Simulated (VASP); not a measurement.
# BeTl3 (Pm-3m) in VASP: a series of runs, part 3 of 3

VASP 6.6.1. The steps go on from the part before.

## (4) Single point, PBE

This run uses another cell than the first one, of 26.10 Å³/atom.

Contents of INCAR:

```
SYSTEM = BeTl3
PREC = Accurate
ENCUT = 520
EDIFF = 1E-7
ISMEAR = 0
SIGMA = 0.1
LREAL = .False.
LASPH = .True.
NELM = 80
ALGO = Fast
ISIF = 2
LWAVE = .False.
LCHARG = .False.
GGA = PE
NBANDS = 28
```

Contents of KPOINTS:

```
regular mesh
0
Gamma
  10 10 10
  0 0 0
```

Contents of POSCAR:

```
BeTl3
1.0
    4.7085030219      0.0000000000      0.0000000000
    0.0000000000      4.7085030219      0.0000000000
    0.0000000000      0.0000000000      4.7085030219
Be Tl
1 3
Direct
    0.0000000000      0.0000000000      0.0000000000
    0.0000000000      0.5000000000      0.5000000000
    0.5000000000      0.0000000000      0.5000000000
    0.5000000000      0.5000000000      0.0000000000
```

Potentials or basis: VASP PAW PBE potentials, release 64 (Be, Tl_d).

On the command line:

```
$ cat potpaw_PBE.64/Be/POTCAR potpaw_PBE.64/Tl_d/POTCAR > POTCAR
$ mpirun -np 1 vasp_std > vasp.out
```

OUTCAR:

```text
SYSTEM = BeTl3
   PREC = Accurate
   ENCUT = 520
   EDIFF = 1E-7
   ISMEAR = 0
   LREAL = .False.
   LASPH = .True.
   NELM = 80
   ISIF = 2
   GGA = PE

 ion  position               nearest neighbor table
   1  0.000  0.000  0.000-
   2  0.000  0.500  0.500-   3 3.33   4 3.33   4 3.33   3 3.33   3 3.33   4 3.33   4 3.33   3 3.33

   3  0.500  0.000  0.500-   2 3.33   4 3.33   4 3.33   2 3.33   4 3.33   4 3.33   2 3.33   2 3.33

   4  0.500  0.500  0.000-   2 3.33   3 3.33   2 3.33   3 3.33   3 3.33   3 3.33   2 3.33   2 3.33

  LATTYP: Found a simple cubic cell.
 ALAT       =     4.7085030219

  Lattice vectors:

 A1 = (   4.7085030219,   0.0000000000,   0.0000000000)
 A2 = (   0.0000000000,   4.7085030219,   0.0000000000)
 A3 = (   0.0000000000,   0.0000000000,   4.7085030219)

Analysis of symmetry for initial positions (statically):
=====================================================================
 Subroutine PRICEL returns:
 Original cell was already a primitive cell.
[... 172 lines left out ...]
  free energy    TOTEN  =        -8.18264534 eV

  energy without entropy =       -8.16783663  energy(sigma->0) =       -8.17524098

 E-fermi :   5.6613     XC(G=0):  -9.8224

 val. band max:        5.6578977565   @ k =   0.5000   0.4000   0.1000
 cond. band min:       5.6875877575   @ k =   0.5000   0.3000   0.3000
 fundamental gap:      0.0296900010
 Fermi energy:         5.6612840839

 k-point     1 :       0.0000    0.0000    0.0000
  band No.  band energies     occupation
      1      -6.2971      2.00000
      2      -6.2240      2.00000
      3      -6.2240      2.00000
      4      -6.2240      2.00000
      5      -5.9456      2.00000
      6      -5.9456      2.00000
[... 733 lines left out ...]
     27      10.0023      0.00000
     28      11.0306      0.00000

 [... further k-points ...]

------------------------ aborting loop because EDIFF is reached ----------------------------------------

  FORCE on cell =-STRESS in cart. coord.  units (eV):
  Direction    XX          YY          ZZ          XY          YZ          ZX
  --------------------------------------------------------------------------------------
  -------------------------------------------------------------------------------------
  Total       -0.0252872     -0.0252872     -0.0252872      0.0000000      0.0000000      0.0000000
  in kB       -0.3881170     -0.3881170     -0.3881170      0.0000000      0.0000000      0.0000000
  external PRESSURE =      -0.3881170 kB  Pullay stress =       0.0000000 kB

 VOLUME and BASIS-vectors are now :
 -----------------------------------------------------------------------------
  energy-cutoff  :      520.00
  volume of cell :      104.39
      direct lattice vectors                 reciprocal lattice vectors
     4.708503022  0.000000000  0.000000000     0.212381726  0.000000000  0.000000000
     0.000000000  4.708503022  0.000000000     0.000000000  0.212381726  0.000000000
     0.000000000  0.000000000  4.708503022     0.000000000  0.000000000  0.212381726

 POSITION                                       TOTAL-FORCE (eV/Angst)
 -----------------------------------------------------------------------------------
      0.00000      0.00000      0.00000         0.000000      0.000000      0.000000
      0.00000      2.35425      2.35425         0.000000      0.000000      0.000000
      2.35425      0.00000      2.35425         0.000000      0.000000      0.000000
      2.35425      2.35425      0.00000         0.000000      0.000000      0.000000
 -----------------------------------------------------------------------------------
    total drift:                                0.000000      0.000000      0.000000

  FREE ENERGIE OF THE ION-ELECTRON SYSTEM (eV)
  ---------------------------------------------------
  free  energy   TOTEN  =        -8.1826453422 eV

  energy  without entropy=       -8.1678366265  energy(sigma->0) =       -8.17524098
```

OSZICAR:

```text
N       E                     dE             d eps       ncg     rms          rms(c)
DAV:   1     0.217636447279E+03    0.21764E+03   -0.21251E+04  3136   0.134E+03
DAV:   2    -0.246392232856E+01   -0.22010E+03   -0.21560E+03  3408   0.301E+02
DAV:   3    -0.821674441567E+01   -0.57528E+01   -0.56874E+01  3604   0.424E+01
DAV:   4    -0.826536250309E+01   -0.48618E-01   -0.48533E-01  3460   0.377E+00
DAV:   5    -0.826603528479E+01   -0.67278E-03   -0.67277E-03  3600   0.482E-01    0.454E+00
RMM:   6    -0.819276575587E+01    0.73270E-01   -0.14546E-01  3145   0.219E+00    0.313E+00
RMM:   7    -0.818359901287E+01    0.91667E-02   -0.71937E-02  3260   0.169E+00    0.105E+00
RMM:   8    -0.818269670488E+01    0.90231E-03   -0.50252E-03  3255   0.420E-01    0.611E-02
RMM:   9    -0.818264178091E+01    0.54924E-04   -0.21403E-04  3480   0.111E-01    0.273E-02
RMM:  10    -0.818264839654E+01   -0.66156E-05   -0.38859E-05  3505   0.483E-02    0.220E-02
RMM:  11    -0.818264571662E+01    0.26799E-05   -0.92558E-06  3569   0.180E-02    0.327E-03
RMM:  12    -0.818264553697E+01    0.17965E-06   -0.21749E-06  3529   0.807E-03    0.106E-03
RMM:  13    -0.818264539530E+01    0.14167E-06   -0.23530E-07  2465   0.313E-03    0.422E-04
RMM:  14    -0.818264534218E+01    0.53124E-07   -0.73570E-08  2044   0.145E-03
   1 F= -.81826453E+01 E0= -.81752410E+01  d E =-.148087E-01
```

Wall time 62 s (1 thread of AMD EPYC 9R45 (Zen 5), shared host); peak memory 0.26 GiB.

What came out:

- Free energy: -8.1826 eV
- Pressure: 0.0 GPa
- Band gap on the k mesh: zero (an odd number of electrons rules out a gap without spin polarisation)

Levels at points of the mesh, in eV from the Fermi level:
```tsv
k point	band 18	band 19	band 20	band 21	band 22	band 23	band 24	band 25
(0.00, 0.00, 0.00)	-3.20	-1.59	-1.59	-1.59	-0.23	3.76	3.76	3.76
(0.50, 0.00, 0.00)	-2.96	-0.77	0.46	0.46	0.75	0.75	2.25	2.31
(0.50, 0.50, 0.00)	-6.21	-3.75	1.43	1.58	1.58	2.35	2.56	2.69
(0.50, 0.50, 0.50)	-5.20	-3.14	-2.58	-2.58	-2.58	-1.47	6.63	6.63
```

Caveat: spin-orbit coupling is left out, which moves the levels of the heavy elements.

## (5) Relaxation of cell and atoms, PBE

Contents of INCAR:

```
SYSTEM = BeTl3
PREC = Accurate
ENCUT = 600
EDIFF = 1E-6
ISMEAR = 0
SIGMA = 0.1
LREAL = .False.
LASPH = .True.
NELM = 80
ALGO = Fast
ISIF = 3
LWAVE = .False.
LCHARG = .False.
GGA = PE
IBRION = 2
NSW = 100
EDIFFG = -0.01
```

KPOINTS is that of step 4.

Contents of POSCAR:

```
BeTl3
1.0
    4.7220147288      0.0000000000      0.0000000000
    0.0000000000      4.7220147288      0.0000000000
    0.0000000000      0.0000000000      4.7220147288
Be Tl
1 3
Direct
    0.0000000000      0.0000000000      0.0000000000
    0.0000000000      0.5000000000      0.5000000000
    0.5000000000      0.0000000000      0.5000000000
    0.5000000000      0.5000000000      0.0000000000
```

On the command line:

```
$ cat potpaw_PBE.64/Be/POTCAR potpaw_PBE.64/Tl_d/POTCAR > POTCAR
$ mpirun -np 1 vasp_std > vasp.out
```

Run time: 4.7 min. Hardware: 1 thread of AMD EPYC 9R45 (Zen 5), shared host; peak memory 0.32 GiB.

Results (log left out):

- Free energy: -8.1826 eV
- Relaxed volume: 26.09 Å³/atom
- Relaxed cell: a = 4.708 Å, b = 4.708 Å, c = 4.708 Å, α = 90.00°, β = 90.00°, γ = 90.00°
- Space group after relaxing (to 0.1 Å): Pm-3m (No. 221)
- Energy gained by relaxing: 0.2 meV/atom
- Ionic steps: 6
- Pressure after relaxing: 0.0 GPa
- Band gap on the k mesh: zero (an odd number of electrons rules out a gap without spin polarisation)

Step by step:
| step | energy change (eV) | largest force (eV/Å) | pressure (GPa) | volume (Å³) |
| --- | --- | --- | --- | --- |
| 1 | 0.0000 | 0.0000 | -0.25 | 105.29 |
| 2 | -0.0006 | 0.0000 | -0.11 | 104.67 |
| 3 | -0.0006 | 0.0000 | 0.16 | 104.16 |
| 4 | -0.0007 | 0.0000 | -0.06 | 104.46 |
| 5 | -0.0007 | 0.0000 | 0.07 | 104.27 |
| 6 | -0.0007 | 0.0000 | 0.00 | 104.37 |

Final structure:
```
Be Tl
1.0
     4.70824    0.00000    0.00000
     0.00000    4.70824    0.00000
     0.00000    0.00000    4.70824
Be Tl
1 3
Direct
  0.00000 0.00000 0.00000
  0.00000 0.50000 0.50000
  0.50000 0.00000 0.50000
  0.50000 0.50000 0.00000
```

Levels at points of the mesh, in eV from the Fermi level:
```tsv
k point	band 18	band 19	band 20	band 21	band 22	band 23	band 24
(0.00, 0.00, 0.00)	-3.20	-1.59	-1.59	-1.59	-0.23	3.76	3.76
(0.50, 0.00, 0.00)	-2.96	-0.77	0.46	0.46	0.75	0.75	2.25
(0.50, 0.50, 0.00)	-6.21	-3.75	1.43	1.58	1.58	2.35	2.56
(0.50, 0.50, 0.50)	-5.20	-3.14	-2.58	-2.58	-2.58	-1.47	6.63
```

Caveat: spin-orbit coupling is left out, which moves the levels of the heavy elements.

## (6) Overview

| task | cell | k mesh | cutoff (eV) | gap on the mesh (eV) | pressure (GPa) | relaxed volume (Å³/atom) |
| --- | --- | --- | --- | --- | --- | --- |
| single point | a = 4.722 Å, 4 atoms | 4 × 4 × 4 | 520 | none | -0.2 | - |
| relaxation of cell and atoms | relaxed from a = 4.526 Å, 4 atoms | 4 × 4 × 4 | 600 | none | 0.1 | 26.07 |
| single point | a = 4.709 Å, 4 atoms | 10 × 10 × 10 | 520 | none | 0.0 | - |
| relaxation of cell and atoms | relaxed from a = 4.722 Å, 4 atoms | 10 × 10 × 10 | 600 | none | 0.0 | 26.09 |

Alike in all rows: level PBE; potentials or basis VASP PAW PBE potentials, release 64 (Be, Tl_d); no spin polarisation; smearing gaussian 0.1 eV.

Caveats: spin-orbit coupling is left out, which moves the levels of the heavy elements.

Total energies depend on the potentials used, so only differences within one code and one set of settings carry meaning.
